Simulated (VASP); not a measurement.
## CrW3: single point with PBE

CrW3:

```
CELL_PARAMETERS angstrom
3.88001 0.00000 0.00000
0.00000 3.88001 0.00000
0.00000 0.00000 3.88001
ATOMIC_POSITIONS crystal
Cr 0.00000 0.00000 0.00000
W 0.00000 0.50000 0.50000
W 0.50000 0.00000 0.50000
W 0.50000 0.50000 0.00000
```

```yaml
Program: VASP 6.6.1
Task: single point
Functional: PBE
Potentials_or_basis: VASP PAW PBE potentials, release 64 (Cr_pv, W_sv)
Cutoff: 520 eV
k_mesh: 6 × 6 × 6
Occupations: gaussian, width 0.1 eV
Spin: collinear spin, ferromagnetic start
Starting_moments: "[3.0, 0.0, 0.0, 0.0] μB"
```

| Quantity | Value |
| --- | --- |
| Pressure | 16.7 GPa |
| Band gap on the k mesh | zero (filled and empty bands overlap) |
| Net moment | 0.04 μB per cell |
| Site moments | Cr +0.04; W -0.00 μB |
| Valence electrons inside the program's atomic spheres | Cr 10.96; W 12.19 |

Levels at points of the mesh, in eV from the Fermi level:
Spin up:
| k point | band 24 | band 25 | band 26 | band 27 | band 28 | band 29 | band 30 | band 31 |
| --- | --- | --- | --- | --- | --- | --- | --- | --- |
| (0.00, 0.00, 0.00) | -0.53 | -0.53 | 1.79 | 1.79 | 3.42 | 3.42 | 3.42 | 3.98 |
| (0.50, 0.00, 0.00) | -1.64 | -1.64 | -0.12 | 0.05 | 1.00 | 1.04 | 1.04 | 1.80 |
| (0.50, 0.50, 0.00) | -1.80 | -1.70 | -1.70 | -1.27 | 0.27 | 1.03 | 1.03 | 1.10 |
| (0.50, 0.50, 0.50) | -0.78 | -0.78 | -0.59 | -0.59 | 0.73 | 0.73 | 0.73 | 1.15 |
Spin down:
| k point | band 24 | band 25 | band 26 | band 27 | band 28 | band 29 | band 30 | band 31 |
| --- | --- | --- | --- | --- | --- | --- | --- | --- |
| (0.00, 0.00, 0.00) | -0.52 | -0.52 | 1.82 | 1.82 | 3.42 | 3.42 | 3.42 | 3.99 |
| (0.50, 0.00, 0.00) | -1.63 | -1.63 | -0.10 | 0.05 | 1.01 | 1.05 | 1.05 | 1.80 |
| (0.50, 0.50, 0.00) | -1.79 | -1.69 | -1.69 | -1.25 | 0.31 | 1.03 | 1.03 | 1.10 |
| (0.50, 0.50, 0.50) | -0.77 | -0.77 | -0.57 | -0.57 | 0.74 | 0.74 | 0.74 | 1.16 |

It took 77 s on 1 thread of Oxide Virtual Turin-like Processor, on a shared host, peak memory 0.19 GiB.

Caveat: the starting moments collapsed, and a magnetic state may lie lower; spin-orbit coupling is left out, which moves the levels of the heavy elements.
